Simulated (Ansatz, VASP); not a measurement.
## One calculation of AgI, two programs

POSCAR

```
AgI
1.0
    0.0000000000      3.2147778690      3.2147778690
    3.2147778690      0.0000000000      3.2147778690
    3.2147778690      3.2147778690      0.0000000000
Ag I
1 1
Direct
    0.0000000000      0.0000000000      0.0000000000
    0.2500000000      0.2500000000      0.2500000000
```

The input INCAR.step1:

```
SYSTEM = AgI
  PREC = Accurate
  ENCUT = 550
  ISMEAR = 0
  SIGMA = 0.01
  LREAL = .False.
  LASPH = .True.
  NELM = 120
  NBANDS = 16
  GGA = PE
  ALGO = Normal
  EDIFF = 1E-5
  LWAVE = .True.
  LCHARG = .False.
  GGA_COMPAT = .False.
```

INCAR.step2

```
SYSTEM = AgI
  PREC = Accurate
  ENCUT = 550
  EDIFF = 1E-6
  ISMEAR = 0
  SIGMA = 0.01
  LREAL = .False.
  LASPH = .True.
  NELM = 120
  ALGO = Normal
  ISIF = 2
  LWAVE = .False.
  LCHARG = .True.
  METAGGA = R2SCAN
  LMIXTAU = .True.
  LELF = .True.
  LVHAR = .True.
  NBANDS = 16
  ISTART = 1
  GGA_COMPAT = .False.
```

File KPOINTS:

```
Automatic mesh
0
Gamma
  5 5 5
  0 0 0
```

Input for Ansatz:

```yaml
crystal:
  lattice:
    - [0.0, 3.2147778689895032, 3.2147778689895032]
    - [3.2147778689895032, 0.0, 3.2147778689895032]
    - [3.2147778689895032, 3.2147778689895032, 0.0]
  atoms:
    - { symbol: Ag, position: [0.0, 0.0, 0.0] }
    - { symbol: I, position: [0.25, 0.25, 0.25] }
basis:
  ecutwfc: 600.0
kpoints:
  mp_grid:
    grid: [5, 5, 5]
hamiltonian:
  xc: r2scan
  pseudopotentials:
    kind: paw
scf:
  occupations:
    method: fixed
output:
  stress: true
```

Alike in both runs: task single point; functional r2SCAN; k mesh 5 × 5 × 5; no spin polarisation.

```csv
,VASP,Ansatz
version,VASP 6.6.1,Ansatz 0.2.0
potentials or method,"VASP PAW PBE potentials, release 64 (Ag, I), cutoff 550 eV","plane waves, PAW"
occupations,"gaussian, width 0.01 eV",fixed
valence electrons in the cell,18,36
```

```tsv
	VASP	Ansatz	Ansatz less VASP
pressure (GPa)	2.3	2.4	+0.13
```

VASP's potentials were made for PBE, not for r2SCAN. VASP's potentials hold 18 valence electrons a cell and Ansatz's 36, so a difference there can come from the potentials and not from the codes.

Neither program's run includes spin-orbit coupling.
